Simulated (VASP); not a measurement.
## Hg: relaxation of cell and atoms with LDA

Hg:

```
Hg
1.0
     0.00000    2.24702    2.24702
     2.24702    0.00000    2.24702
     2.24702    2.24702    0.00000
Hg
1
Direct
  0.00000 0.00000 0.00000
```

* Program: VASP 6.6.1
* Task: relaxation of cell and atoms
* Functional: LDA
* Potentials or basis: VASP PAW LDA potentials, release 64 (Hg_sv_GW)
* Cutoff: 550 eV
* k mesh: 16 × 16 × 16
* Occupations: fermi-dirac, width 0.05 eV
* Spin: no spin polarisation
* Dipole correction: no
* Further INCAR settings: ALGO = Normal; EDIFF = 1e-07; IBRION = 2; EDIFFG = -0.005; NSW = 60; ISIF = 3

| Quantity | Value |
| --- | --- |
| Relaxed volume | 21.95 Å³/atom |
| Relaxed cell | a = 3.143 Å, b = 3.143 Å, c = 3.143 Å, α = 60.00°, β = 60.00°, γ = 60.00° |
| Space group after relaxing (to 0.1 Å) | Fm-3m (No. 225) |
| Energy gained by relaxing | 4.2 meV/atom |
| Ionic steps | 3 |
| Pressure after relaxing | 0.0 GPa |
| Band gap on the k mesh | zero (bands 10 and 11 overlap by 2.06 eV) |

Step by step:
```csv
step,energy change (eV),largest force (eV/Å),pressure (GPa),volume (Å³)
1,0.0000,0.0000,-1.75,22.69
2,-0.0041,0.0000,0.18,21.89
3,-0.0042,0.0000,-0.01,21.95
```

Final structure:
```
Hg
1.0
     0.00000    2.22240    2.22240
     2.22240    0.00000    2.22240
     2.22240    2.22240    0.00000
Hg
1
Direct
  0.00000 0.00000 0.00000
```

Levels at points of the mesh, in eV from the Fermi level:
```csv
k point,band 6,band 7,band 8,band 9,band 10,band 11,band 12,band 13,band 14
"(0.00, 0.00, 0.00)",-7.18,-7.18,-7.18,-6.42,-6.42,12.99,14.99,14.99,14.99
"(0.50, 0.00, 0.00)",-7.18,-7.18,-5.80,-5.80,-1.91,-1.37,12.40,12.78,12.78
"(0.50, 0.50, 0.00)",-8.21,-5.83,-5.63,-5.63,-0.42,0.85,7.05,7.05,12.09
```

Run time: 28 s on 1 thread of Intel(R) Xeon(R) 6975P-C (Granite Rapids), with other jobs on the host, peak memory 0.19 GiB.

Caveat: spin-orbit coupling is left out, which moves the levels of the heavy elements.
